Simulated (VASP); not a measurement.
# HfN (CsCl type) (Pm-3m) in VASP: notebook

HfN (CsCl type) is run at these levels: PBE; tasks: single point.

All numbers are computed with VASP 6.6.1; they aren't measurements. Logs are shortened: lines on timing, memory, paths and dates and some standing lists are left out, and cuts for length are marked.

### Step 1. The cell of the first run

The structure is cubic, space group Pm-3m (No. 221). Conventional cell: a = 2.391 Å, b = 2.391 Å, c = 2.391 Å, α = 90.00°, β = 90.00°, γ = 90.00°. Within 2.7 Å of Hf (site symmetry m-3m) lie 8 N at 2.07 Å and 6 Hf at 2.39 Å. Within 2.7 Å of N (site symmetry m-3m) lie 8 Hf at 2.07 Å and 6 N at 2.39 Å.

### Step 2. Single point, PBE

INCAR reads:

```
SYSTEM = HfN
  ALGO = Normal
  EDIFF = 1E-6
  ENCUT = 520
  GGA = PE
  ISIF = 2
  ISMEAR = -1
  LASPH = .True.
  LCHARG = .True.
  LELF = .True.
  LREAL = .False.
  LVHAR = .True.
  LWAVE = .False.
  NBANDS = 14
  NELM = 100
  PREC = Accurate
  SIGMA = 0.05
```

KPOINTS reads:

```
k-points
0
Gamma
  15 15 15
  0 0 0
```

POSCAR reads:

```
HfN
1.0
    2.3907735367      0.0000000000      0.0000000000
    0.0000000000      2.3907735367      0.0000000000
    0.0000000000      0.0000000000      2.3907735367
Hf N
1 1
Direct
    0.0000000000      0.0000000000      0.0000000000
    0.5000000000      0.5000000000      0.5000000000
```

Potentials or basis: VASP PAW PBE potentials, release 64 (Hf_pv, N).

Command:

```
> cat potpaw_PBE.64/Hf_pv/POTCAR potpaw_PBE.64/N/POTCAR > POTCAR
> mpirun -np 1 vasp_std > vasp.out
```

OUTCAR:

```text
SYSTEM = HfN
   EDIFF = 1E-6
   ENCUT = 520
   GGA = PE
   ISIF = 2
   ISMEAR = -1
   LASPH = .True.
   LREAL = .False.
   NELM = 100
   PREC = Accurate

 ion  position               nearest neighbor table
   1  0.000  0.000  0.000-   2 2.07   2 2.07   2 2.07   2 2.07   2 2.07   2 2.07   2 2.07   2 2.07

   2  0.500  0.500  0.500-   1 2.07   1 2.07   1 2.07   1 2.07   1 2.07   1 2.07   1 2.07   1 2.07

  LATTYP: Found a simple cubic cell.
 ALAT       =     2.3907735367

  Lattice vectors:

 A1 = (   2.3907735367,   0.0000000000,   0.0000000000)
 A2 = (   0.0000000000,   2.3907735367,   0.0000000000)
 A3 = (   0.0000000000,   0.0000000000,   2.3907735367)

Analysis of symmetry for initial positions (statically):
=====================================================================
 Subroutine PRICEL returns:
 Original cell was already a primitive cell.

 Routine SETGRP: Setting up the symmetry group for a
 simple cubic supercell.

 Subroutine GETGRP returns: Found 48 space group operations
 (whereof 48 operations were pure point group operations)
 out of a pool of 48 trial point group operations.

The static configuration has the point symmetry O_h .

Analysis of symmetry for dynamics (positions and initial velocities):
=====================================================================
 Subroutine PRICEL returns:
 Original cell was already a primitive cell.

 Routine SETGRP: Setting up the symmetry group for a
 simple cubic supercell.

 Subroutine GETGRP returns: Found 48 space group operations
 (whereof 48 operations were pure point group operations)
 out of a pool of 48 trial point group operations.

The dynamic configuration has the point symmetry O_h .

 Subroutine INISYM returns: Found 48 space group operations
 (whereof 48 operations are pure point group operations),
 and found     1 'primitive' translations

----------------------------------------------------------------------------------------

                                     Primitive cell

  volume of cell :      13.6652

  direct lattice vectors                    reciprocal lattice vectors
     2.390773537  0.000000000  0.000000000     0.418274665  0.000000000  0.000000000
     0.000000000  2.390773537  0.000000000     0.000000000  0.418274665  0.000000000
     0.000000000  0.000000000  2.390773537     0.000000000  0.000000000  0.418274665

  length of vectors
     2.390773537  2.390773537  2.390773537     0.418274665  0.418274665  0.418274665

  position of ions in fractional coordinates (direct lattice)
     0.000000000  0.000000000  0.000000000
     0.500000000  0.500000000  0.500000000

  ion indices of the primitive-cell ions
   primitive index   ion index
                 1           1
                 2           2

----------------------------------------------------------------------------------------

 KPOINTS: k-points

Automatic generation of k-mesh.
 Grid dimensions read from file:
 generate k-points for:   15   15   15

 Generating k-lattice:

  Cartesian coordinates                     Fractional coordinates (reciprocal lattice)
     0.027884978  0.000000000  0.000000000     0.066666667  0.000000000  0.000000000
     0.000000000  0.027884978  0.000000000     0.000000000  0.066666667  0.000000000
     0.000000000  0.000000000  0.027884978     0.000000000  0.000000000  0.066666667

  Length of vectors
     0.027884978  0.027884978  0.027884978

  Shift w.r.t. Gamma in fractional coordinates (k-lattice)
     0.000000000  0.000000000  0.000000000

 Subroutine IBZKPT returns following result:
 ===========================================

 Found    120 irreducible k-points:

 Following reciprocal coordinates:
            Coordinates               Weight
  0.000000  0.000000  0.000000      1.000000
  0.066667  0.000000  0.000000      6.000000
  0.133333  0.000000  0.000000      6.000000
  0.200000  0.000000  0.000000      6.000000
  0.266667  0.000000  0.000000      6.000000
  0.333333  0.000000  0.000000      6.000000
[... 16 lines left out ...]
  0.266667  0.200000  0.000000     24.000000
  0.333333  0.200000  0.000000     24.000000
 [... further k-points ...]
   k-points           NKPTS =    120   k-points in BZ     NKDIM =    120   number of bands    NBANDS=     14
   number of dos      NEDOS =    301   number of ions     NIONS =      2
   total plane-waves  NPLWV =   5832
   dimension x,y,z NGX =    18 NGY =   18 NGZ =   18
   dimension x,y,z NGXF=    36 NGYF=   36 NGZF=   36
   ions per type =               1   1
   NGX,Y,Z   is equivalent  to a cutoff of  12.52, 12.52, 12.52 a.u.
   NGXF,Y,Z  is equivalent  to a cutoff of  25.03, 25.03, 25.03 a.u.
 SYSTEM =  HfN
   PREC   = accura    normal or accurate (medium, high low for compatibility)
   ISTART =      0    job   : 0-new  1-cont  2-samecut
   ICHARG =      2    charge: 1-file 2-atom 10-const
   ISPIN  =      1    spin polarized calculation?
   LNONCOLLINEAR =      F non collinear calculations
   LSORBIT =      F    spin-orbit coupling
   LASPH  =      T    aspherical Exc in radial PAW
   ENCUT  =  520.0 eV  38.22 Ry    6.18 a.u.   4.45  4.45  4.45*2*pi/ulx,y,z
   NELM   =    100;   NELMIN=  2; NELMDL= -5     # of ELM steps
   EDIFF  = 0.1E-05   stopping-criterion for ELM
   LREAL  =      F    real-space projection
   EDIFFG = 0.1E-04   stopping-criterion for IOM
   NSW    =      0    number of steps for IOM
   IBRION =     -1    ionic relax: 0-MD 1-quasi-New 2-CG
   NFREE  =      0    steps in history (QN), initial steepest desc. (CG)
   ISIF   =      2    stress and relaxation
   ISYM   =      2    0-nonsym 1-usesym 2-fastsym
   POTIM  = 0.5000    time-step for ionic-motion
   TEBEG  =    0.0;   TEEND  =   0.0 temperature during run
   PSTRESS=    0.0 pullay stress
   NELECT =      15.0000    total number of electrons
   NUPDOWN=      -1.0000    fix difference up-down
   EMIN   =  10.00;   EMAX   =-10.00  energy-range for DOS
   EFERMI =   0.00;   METHOD = LEGACY
   ISMEAR =    -1;   SIGMA  =   0.05  broadening in eV -4-tet -1-fermi 0-gaus
   EFERMI_NEDOS =   21; number of points for ismear=-14 and -15
   IALGO  =     38    algorithm
   IMIX   =      4    mixing-type and parameters
     AMIX     =   0.40;   BMIX     =  1.00
     AMIX_MAG =   1.60;   BMIX_MAG =  1.00
  volume/ion in A,a.u.               =       6.83        46.11
  Fermi-wavevector in a.u.,A,eV,Ry     =   1.688756  3.191285 38.802395  2.851896
  Thomas-Fermi vector in A             =   2.771005
   LORBIT       =      0    0 simple, 1 ext, 2 COOP (PROOUT), +10 PAW based schemes
   GGA     = PE    functional components
   LHFCALC =     F    Hartree Fock is set to
   AEXX    =    0.0000 exact exchange contribution
   IVDW    =     0    specifies the selected vdW correction
   LEPSILON=     F    determine dielectric tensor
   LRPA    =     F    only Hartree local field effects (RPA)
 non-spin polarized calculation
  energy-cutoff  :      520.00
  volume of cell :       13.67
 maximum number of plane-waves:       383
 NGX is ok and might be reduce to    18
   NGX =  9   NGY =  9   NGZ =  9

 number of electron      14.9999994 magnetization

 Free energy of the ion-electron system (eV)
  ---------------------------------------------------
  ext. energy  EPLUGINS =         0.00000000
  ---------------------------------------------------
  free energy    TOTEN  =       -13.95853201 eV

  energy without entropy =      -13.95242626  energy(sigma->0) =      -13.95547914

 E-fermi :  13.0664     XC(G=0): -15.8221

 val. band max:       13.0162869264   @ k =   0.4000   0.4000   0.0667
 cond. band min:      13.0913588151   @ k =   0.4667   0.3333   0.0667
 fundamental gap:      0.0750718887
 Fermi energy:        13.0663819215

 k-point     1 :       0.0000    0.0000    0.0000
  band No.  band energies     occupation
      1     -15.7508      2.00000
      2     -15.7508      2.00000
      3     -15.7508      2.00000
      4      -6.5451      2.00000
      5       7.8770      2.00000
      6       7.8770      2.00000
      7      12.1041      2.00000
      8      12.1041      2.00000
      9      12.1041      2.00000
     10      23.2810      0.00000
     11      23.2810      0.00000
     12      23.2810      0.00000
     13      25.7256      0.00000
     14      27.6334      0.00000

 k-point     2 :       0.0667    0.0000    0.0000
  band No.  band energies     occupation
      1     -16.0946      2.00000
      2     -15.7237      2.00000
      3     -15.7237      2.00000
      4      -6.2724      2.00000
      5       7.9553      2.00000
      6       8.0410      2.00000
      7      11.9191      2.00000
      8      11.9191      2.00000
      9      12.0498      2.00000
     10      23.3151      0.00000
     11      23.3151      0.00000
     12      23.3361      0.00000
     13      25.9596      0.00000
     14      27.6483      0.00000

 k-point     3 :       0.1333    0.0000    0.0000
  band No.  band energies     occupation
      1     -16.9662      2.00000
      2     -15.6461      2.00000
      3     -15.6461      2.00000
      4      -5.5784      2.00000
      5       8.1329      2.00000
      6       8.1842      2.00000
      7      11.4084      2.00000
      8      11.4084      2.00000
      9      12.3413      2.00000
     10      23.4330      0.00000
     11      23.4330      0.00000
     12      23.4953      0.00000
     13      26.5350      0.00000
     14      27.7163      0.00000
[... 324 lines left out ...]
 k-point    23 :       0.2667    0.2000    0.0000
  band No.  band energies     occupation
      1     -18.8385      2.00000
      2     -17.4301      2.00000
      3     -15.1967      2.00000
      4      -2.8930      2.00000
      5       5.4888      2.00000
      6       9.0660      2.00000
      7      10.0418      2.00000
      8      11.8752      2.00000
      9      17.0666      0.00000
     10      19.9891      0.00000
     11      21.6558      0.00000
     12      25.0767      0.00000
     13      27.4290      0.00000
     14      29.4321      0.00000

 k-point    24 :       0.3333    0.2000    0.0000
  band No.  band energies     occupation
      1     -19.7020      2.00000
      2     -17.2573      2.00000
      3     -15.0717      2.00000
      4      -2.5115      2.00000
      5       4.8703      2.00000
      6       8.8388      2.00000
      7       9.6825      2.00000
      8      12.0428      2.00000
      9      19.2534      0.00000
     10      19.9779      0.00000
     11      21.7845      0.00000
     12      24.2831      0.00000
     13      27.4350      0.00000
     14      29.4981      0.00000

 [... further k-points ...]

------------------------ aborting loop because EDIFF is reached ----------------------------------------

  FORCE on cell =-STRESS in cart. coord.  units (eV):
  Direction    XX          YY          ZZ          XY          YZ          ZX
  --------------------------------------------------------------------------------------
  -------------------------------------------------------------------------------------
  Total       28.3009912     28.3009912     28.3009912     -0.0000000     -0.0000000      0.0000000
  in kB     3318.1568317   3318.1568317   3318.1568317     -0.0000000     -0.0000000      0.0000000
  external PRESSURE =    3318.1568317 kB  Pullay stress =       0.0000000 kB

 VOLUME and BASIS-vectors are now :
 -----------------------------------------------------------------------------
  energy-cutoff  :      520.00
  volume of cell :       13.67
      direct lattice vectors                 reciprocal lattice vectors
     2.390773537  0.000000000  0.000000000     0.418274665  0.000000000  0.000000000
     0.000000000  2.390773537  0.000000000     0.000000000  0.418274665  0.000000000
     0.000000000  0.000000000  2.390773537     0.000000000  0.000000000  0.418274665

 POSITION                                       TOTAL-FORCE (eV/Angst)
 -----------------------------------------------------------------------------------
      0.00000      0.00000      0.00000         0.000000      0.000000      0.000000
      1.19539      1.19539      1.19539         0.000000      0.000000      0.000000
 -----------------------------------------------------------------------------------
    total drift:                                0.000000     -0.000000      0.000000

  FREE ENERGIE OF THE ION-ELECTRON SYSTEM (eV)
  ---------------------------------------------------
  free  energy   TOTEN  =       -13.9585320116 eV

  energy  without entropy=      -13.9524262594  energy(sigma->0) =      -13.95547914
```

Run time: 9.8 s. Hardware: 1 thread of Intel Xeon 6975P-C, shared host; peak memory 0.14 GiB.

Results:

* Free energy: -13.9585 eV
* Pressure: 331.8 GPa

Caveat: spin-orbit coupling is left out, which moves the levels of the heavy elements.

### Step 3. Single point, PBE

INCAR reads:

```
  PREC = Accurate
  ENCUT = 520
  EDIFF = 1E-6
  ISMEAR = -1
  SIGMA = 0.05
  LREAL = F
  LASPH = T
  NELM = 100
  ALGO = Normal
  ISIF = 2
  LWAVE = F
  LCHARG = F
  GGA = PE
  NBANDS = 14
```

KPOINTS reads:

```
regular mesh
0
Gamma
  15 15 15
```

POSCAR reads:

```
HfN
1.0
    2.3912913253      0.0000000000      0.0000000000
    0.0000000000      2.3912913253      0.0000000000
    0.0000000000      0.0000000000      2.3912913253
Hf N
1 1
Direct
    0.0000000000      0.0000000000      0.0000000000
    0.5000000000      0.5000000000      0.5000000000
```

Potentials or basis: VASP PAW PBE potentials, release 64 (Hf_pv, N).

Command:

```
> cat potpaw_PBE.64/Hf_pv/POTCAR potpaw_PBE.64/N/POTCAR > POTCAR
> mpirun -np 1 vasp_std > vasp.out
```

It took 9.4 s on 1 thread of Intel Xeon 6975P-C, shared host; peak memory 0.14 GiB.

The run converged. Its results:

```yaml
Free_energy: -13.9769 eV
Pressure: 330.9 GPa
```

Levels at points of the mesh, in eV from the Fermi level:
```tsv
k point	band 5	band 6	band 7	band 8	band 9	band 10	band 11	band 12
(0.00, 0.00, 0.00)	-5.18	-5.18	-0.96	-0.96	-0.96	10.21	10.21	10.21
```

Caveat: spin-orbit coupling is left out, which moves the levels of the heavy elements.
